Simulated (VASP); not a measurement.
# Te (P3_121) in VASP: notebook

Runs on Te. Level: r2SCAN. Tasks: single point, relaxation of volume and atoms at fixed shape.

Everything below comes from runs of VASP 6.6.1. Logs are shortened: lines on timing, memory, paths and dates and some standing lists are left out, and cuts for length are marked.

### 1 The cell of the first run

Symmetry: P3_121, No. 152, trigonal system. Conventional cell: a = 4.524 Å, b = 4.524 Å, c = 6.017 Å, α = 90.00°, β = 90.00°, γ = 120.00°. Within 3.7 Å of Te (site symmetry 2) lie 6 Te at 2.84 to 3.57 Å.

### 2 Single point, r2SCAN

Contents of POSCAR:

```
Te
1.0
    4.5236577945      0.0000000000      0.0000000000
   -2.2618288972      3.9176025680      0.0000000000
    0.0000000000      0.0000000000      6.0166477975
Te
3
Direct
    0.2573789947      0.0000000000      0.3333333333
    0.0000000000      0.2573789947      0.6666666667
    0.7426210053      0.7426210053      0.0000000000
```

Contents of INCAR.step1:

```
SYSTEM = Te
PREC     = Accurate       ! precision mode
ENCUT    = 520            ! plane-wave cutoff, eV
ISMEAR   = 0              ! smearing method
SIGMA    = 0.02           ! smearing width, eV
LREAL    = .FALSE.        ! projectors in reciprocal space
LASPH    = .TRUE.         ! aspherical terms in the spheres
NELM     = 80             ! most SCF steps
NBANDS   = 16             ! bands
GGA      = PE             ! functional
ALGO     = Normal         ! electronic algorithm
EDIFF    = 1E-4           ! SCF threshold, eV
LWAVE    = .TRUE.         ! write WAVECAR
LCHARG   = .FALSE.        ! write CHGCAR
```

Contents of INCAR.step2:

```
SYSTEM = Te
PREC     = Accurate       ! precision mode
ENCUT    = 520            ! plane-wave cutoff, eV
EDIFF    = 1E-6           ! SCF threshold, eV
ISMEAR   = 0              ! smearing method
SIGMA    = 0.02           ! smearing width, eV
LREAL    = .FALSE.        ! projectors in reciprocal space
LASPH    = .TRUE.         ! aspherical terms in the spheres
NELM     = 80             ! most SCF steps
ALGO     = Normal         ! electronic algorithm
ISIF     = 2              ! what is computed and relaxed
LWAVE    = .FALSE.        ! write WAVECAR
LCHARG   = .FALSE.        ! write CHGCAR
METAGGA  = R2SCAN         ! meta-GGA
LMIXTAU  = .TRUE.       
NBANDS   = 16             ! bands
ISTART   = 1
```

Contents of KPOINTS:

```
Automatic mesh
0
G
  5 5 3
  0 0 0
```

Potentials or basis: VASP PAW PBE potentials, release 64 (Te).

Launch:

```bash
cat potpaw_PBE.64/Te/POTCAR > POTCAR
cp INCAR.step1 INCAR
mpirun -np 1 vasp_std > vasp.out
cp INCAR.step2 INCAR
mpirun -np 1 vasp_std > vasp.out
```

OUTCAR:

```text
SYSTEM = Te
   PREC = Accurate
   ENCUT = 520
   EDIFF = 1E-6
   ISMEAR = 0
   LREAL = .FALSE.
   LASPH = .TRUE.
   NELM = 80
   ISIF = 2
   METAGGA = R2SCAN
   ISTART = 1

 ion  position               nearest neighbor table
   1  0.257  0.000  0.333-   3 2.84   2 2.84   3 3.57   3 3.57   2 3.57   2 3.57
   2  0.000  0.257  0.667-   3 2.84   1 2.84   3 3.57   3 3.57   1 3.57   1 3.57
   3  0.743  0.743  0.000-   2 2.84   1 2.84   1 3.57   2 3.57   1 3.57   2 3.57

  LATTYP: Found a hexagonal cell.
 ALAT       =     4.5236577945
 C/A-ratio  =     1.3300404387

  Lattice vectors:

 A1 = (   4.5236577945,   0.0000000000,   0.0000000000)
 A2 = (  -2.2618288972,   3.9176025680,   0.0000000000)
 A3 = (   0.0000000000,   0.0000000000,   6.0166477975)

Analysis of symmetry for initial positions (statically):
=====================================================================
 Subroutine PRICEL returns:
 Original cell was already a primitive cell.

 Routine SETGRP: Setting up the symmetry group for a
 hexagonal supercell.

 Subroutine GETGRP returns: Found  6 space group operations
 (whereof  2 operations were pure point group operations)
 out of a pool of 24 trial point group operations.

The static configuration has the point symmetry C_2 .
 The point group associated with its full space group is D_3 .

Analysis of symmetry for dynamics (positions and initial velocities):
=====================================================================
 Subroutine PRICEL returns:
 Original cell was already a primitive cell.

 Routine SETGRP: Setting up the symmetry group for a
 hexagonal supercell.

 Subroutine GETGRP returns: Found  6 space group operations
 (whereof  2 operations were pure point group operations)
 out of a pool of 24 trial point group operations.

The dynamic configuration has the point symmetry C_2 .
 The point group associated with its full space group is D_3 .

 Subroutine INISYM returns: Found  6 space group operations
 (whereof  2 operations are pure point group operations),
 and found     1 'primitive' translations

----------------------------------------------------------------------------------------

                                     Primitive cell

  volume of cell :     106.6264

  direct lattice vectors                    reciprocal lattice vectors
     4.523657795  0.000000000  0.000000000     0.221060046  0.127629077  0.000000000
    -2.261828897  3.917602568  0.000000000     0.000000000  0.255258154  0.000000000
     0.000000000  0.000000000  6.016647798     0.000000000  0.000000000  0.166205507

  length of vectors
     4.523657795  4.523657794  6.016647798     0.255258154  0.255258154  0.166205507

  position of ions in fractional coordinates (direct lattice)
     0.257378995  0.000000000  0.333333333
     0.000000000  0.257378995  0.666666667
     0.742621005  0.742621005  0.000000000

  ion indices of the primitive-cell ions
   primitive index   ion index
                 1           1
                 2           2
                 3           3

----------------------------------------------------------------------------------------

 KPOINTS: Automatic mesh

Automatic generation of k-mesh.
 Grid dimensions read from file:
 generate k-points for:    5    5    3

 Generating k-lattice:

  Cartesian coordinates                     Fractional coordinates (reciprocal lattice)
     0.044212009  0.025525815  0.000000000     0.200000000  0.000000000  0.000000000
     0.000000000  0.051051631  0.000000000     0.000000000  0.200000000  0.000000000
     0.000000000  0.000000000  0.055401836     0.000000000  0.000000000  0.333333333

  Length of vectors
     0.051051631  0.051051631  0.055401836

  Shift w.r.t. Gamma in fractional coordinates (k-lattice)
     0.000000000  0.000000000  0.000000000

 Subroutine IBZKPT returns following result:
 ===========================================

 Found     12 irreducible k-points:

 Following reciprocal coordinates:
            Coordinates               Weight
  0.000000  0.000000  0.000000      1.000000
  0.200000  0.000000  0.000000      6.000000
  0.400000  0.000000  0.000000      6.000000
  0.200000  0.200000  0.000000      6.000000
  0.400000  0.200000  0.000000      6.000000
  0.000000  0.000000  0.333333      2.000000
  0.200000  0.000000  0.333333      6.000000
  0.000000  0.200000  0.333333      6.000000
  0.400000  0.000000  0.333333      6.000000
  0.000000  0.400000  0.333333      6.000000
  0.200000  0.200000  0.333333     12.000000
  0.400000  0.200000  0.333333     12.000000
   k-points           NKPTS =     12   k-points in BZ     NKDIM =     12   number of bands    NBANDS=     16
   number of dos      NEDOS =    301   number of ions     NIONS =      3
   total plane-waves  NPLWV =  62208
   dimension x,y,z NGX =    36 NGY =   36 NGZ =   48
   dimension x,y,z NGXF=    72 NGYF=   72 NGZF=   96
   ions per type =               3
   NGX,Y,Z   is equivalent  to a cutoff of  13.23, 13.23, 13.26 a.u.
   NGXF,Y,Z  is equivalent  to a cutoff of  26.46, 26.46, 26.53 a.u.
 SYSTEM =  Te
   PREC   = accura    normal or accurate (medium, high low for compatibility)
   ISTART =      1    job   : 0-new  1-cont  2-samecut
   ICHARG =      0    charge: 1-file 2-atom 10-const
   ISPIN  =      1    spin polarized calculation?
   LNONCOLLINEAR =      F non collinear calculations
   LSORBIT =      F    spin-orbit coupling
   LASPH  =      T    aspherical Exc in radial PAW
   ENCUT  =  520.0 eV  38.22 Ry    6.18 a.u.   8.41  8.41 11.19*2*pi/ulx,y,z
   NELM   =     80;   NELMIN=  2; NELMDL=  0     # of ELM steps
   EDIFF  = 0.1E-05   stopping-criterion for ELM
   LREAL  =      F    real-space projection
   EDIFFG = 0.1E-04   stopping-criterion for IOM
   NSW    =      0    number of steps for IOM
   IBRION =     -1    ionic relax: 0-MD 1-quasi-New 2-CG
   NFREE  =      0    steps in history (QN), initial steepest desc. (CG)
   ISIF   =      2    stress and relaxation
   ISYM   =      2    0-nonsym 1-usesym 2-fastsym
   POTIM  = 0.5000    time-step for ionic-motion
   TEBEG  =    0.0;   TEEND  =   0.0 temperature during run
   PSTRESS=    0.0 pullay stress
   NELECT =      18.0000    total number of electrons
   NUPDOWN=      -1.0000    fix difference up-down
   EMIN   =  10.00;   EMAX   =-10.00  energy-range for DOS
   EFERMI =   0.00;   METHOD = LEGACY
   ISMEAR =     0;   SIGMA  =   0.02  broadening in eV -4-tet -1-fermi 0-gaus
   EFERMI_NEDOS =   21; number of points for ismear=-14 and -15
   IALGO  =     38    algorithm
   IMIX   =      4    mixing-type and parameters
     AMIX     =   0.40;   BMIX     =  1.00
     AMIX_MAG =   1.60;   BMIX_MAG =  1.00
  volume/ion in A,a.u.               =      35.54       239.85
  Fermi-wavevector in a.u.,A,eV,Ry     =   0.904782  1.709791 11.138151  0.818631
  Thomas-Fermi vector in A             =   2.028271
   LORBIT       =      0    0 simple, 1 ext, 2 COOP (PROOUT), +10 PAW based schemes
   METAGGA = R2SCAN    functional components
   LHFCALC =     F    Hartree Fock is set to
   AEXX    =    0.0000 exact exchange contribution
   IVDW    =     0    specifies the selected vdW correction
   LEPSILON=     F    determine dielectric tensor
   LRPA    =     F    only Hartree local field effects (RPA)
 non-spin polarized calculation
 Gauss-broadening in eV      SIGMA  =   0.02
  energy-cutoff  :      520.00
  volume of cell :      106.63
 maximum number of plane-waves:      2920
 NGX is ok and might be reduce to    36
   NGX = 17   NGY = 17   NGZ = 23

 number of electron      18.0000000 magnetization

 Free energy of the ion-electron system (eV)
  ---------------------------------------------------
  ext. energy  EPLUGINS =         0.00000000
  ---------------------------------------------------
  free energy    TOTEN  =       -76.23570980 eV

  energy without entropy =      -76.23570980  energy(sigma->0) =      -76.23570980

 E-fermi :   4.9052     XC(G=0):  -9.2629

 val. band max:        4.7861076438   @ k =   0.4000   0.2000   0.3333
 cond. band min:       5.9944851260   @ k =   0.0000   0.0000   0.3333
 fundamental gap:      1.2083774822
 Fermi energy:         4.9051844640

 k-point     1 :       0.0000    0.0000    0.0000
  band No.  band energies     occupation
      1      -8.7317      2.00000
      2      -5.3502      2.00000
      3      -5.3502      2.00000
      4       2.1058      2.00000
      5       2.3203      2.00000
      6       2.3203      2.00000
[... 8 lines left out ...]
     15      11.5864      0.00000
     16      12.1039      0.00000

 k-point     2 :       0.2000    0.0000    0.0000
  band No.  band energies     occupation
      1      -8.4893      2.00000
      2      -5.4524      2.00000
      3      -5.2799      2.00000
      4       0.8927      2.00000
      5       1.5342      2.00000
      6       2.0165      2.00000
[... 8 lines left out ...]
     15      11.9772      0.00000
     16      12.3707      0.00000

 k-point     3 :       0.4000    0.0000    0.0000
  band No.  band energies     occupation
      1      -7.9505      2.00000
      2      -5.8544      2.00000
      3      -5.1513      2.00000
      4       0.3096      2.00000
      5       0.8585      2.00000
      6       1.6440      2.00000
[... 8 lines left out ...]
     15      13.4823      0.00000
     16      13.9406      0.00000

 k-point     4 :       0.2000    0.2000    0.0000
  band No.  band energies     occupation
      1      -8.0836      2.00000
      2      -5.6255      2.00000
      3      -5.3017      2.00000
      4       0.5018      2.00000
      5       0.6860      2.00000
      6       2.0817      2.00000
[... 8 lines left out ...]
     15      12.7166      0.00000
     16      13.8342      0.00000
[... 96 lines left out ...]
 k-point    10 :       0.0000    0.4000    0.3333
  band No.  band energies     occupation
      1      -7.5997      2.00000
      2      -6.7276      2.00000
      3      -4.6151      2.00000
      4      -0.1698      2.00000
      5       0.9013      2.00000
      6       1.7822      2.00000
[... 8 lines left out ...]
     15      13.6017      0.00000
     16      13.8332      0.00000

 k-point    11 :       0.2000    0.2000    0.3333
  band No.  band energies     occupation
      1      -7.7286      2.00000
      2      -6.7433      2.00000
      3      -4.4994      2.00000
      4       0.3221      2.00000
      5       0.8674      2.00000
      6       1.6749      2.00000
[... 8 lines left out ...]
     15      11.8319      0.00000
     16      13.0025      0.00000

 k-point    12 :       0.4000    0.2000    0.3333
  band No.  band energies     occupation
      1      -7.4230      2.00000
      2      -6.5843      2.00000
      3      -4.9192      2.00000
      4      -0.0335      2.00000
      5       0.4209      2.00000
      6       1.2000      2.00000
[... 8 lines left out ...]
     15      12.8194      0.00000
     16      13.0797      0.00000

------------------------ aborting loop because EDIFF is reached ----------------------------------------

  FORCE on cell =-STRESS in cart. coord.  units (eV):
  Direction    XX          YY          ZZ          XY          YZ          ZX
  --------------------------------------------------------------------------------------
  -------------------------------------------------------------------------------------
  Total        0.2071695      0.2071695     -0.3283742      0.0000000     -0.0000000      0.0000000
  in kB        3.1129465      3.1129465     -4.9341796      0.0000000     -0.0000000      0.0000000
  external PRESSURE =       0.4305711 kB  Pullay stress =       0.0000000 kB

 VOLUME and BASIS-vectors are now :
 -----------------------------------------------------------------------------
  energy-cutoff  :      520.00
  volume of cell :      106.63
      direct lattice vectors                 reciprocal lattice vectors
     4.523657795  0.000000000  0.000000000     0.221060046  0.127629077  0.000000000
    -2.261828897  3.917602568  0.000000000     0.000000000  0.255258154  0.000000000
     0.000000000  0.000000000  6.016647798     0.000000000  0.000000000  0.166205507

 POSITION                                       TOTAL-FORCE (eV/Angst)
 -----------------------------------------------------------------------------------
      1.16429      0.00000      2.00555         0.027673      0.000000     -0.000000
     -0.58215      1.00831      4.01110        -0.013837      0.023966     -0.000000
      1.67968      2.90929      0.00000        -0.013837     -0.023966      0.000000
 -----------------------------------------------------------------------------------
    total drift:                               -0.000000     -0.000000      0.000000

  FREE ENERGIE OF THE ION-ELECTRON SYSTEM (eV)
  ---------------------------------------------------
  free  energy   TOTEN  =       -76.2357097999 eV

  energy  without entropy=      -76.2357097999  energy(sigma->0) =      -76.23570980
```

It took 48 s on 1 thread of Intel Xeon 6975P-C (Granite Rapids), shared host; peak memory 0.25 GiB.

What came out:

```yaml
Free_energy: -76.2357 eV
Pressure: 0.0 GPa
Largest_force: 0.028 eV/Å
Band_gap_on_the_k_mesh: 1.21 eV (least direct gap 1.46 eV)
```

Forces in eV/Å, atoms in the order of the input:
```
Te   0.028  0.000  0.000
Te  -0.014  0.024  0.000
Te  -0.014 -0.024  0.000
```

Stress tensor (GPa, compression positive):
```
 0.31  0.00  0.00
 0.00  0.31  0.00
 0.00  0.00 -0.49
```

Caveat: the PAW data sets were made with another functional, which shifts forces and pressure a little; spin-orbit coupling is left out, which moves the levels of the heavy elements.

(Part 1 of 2 ends here.)
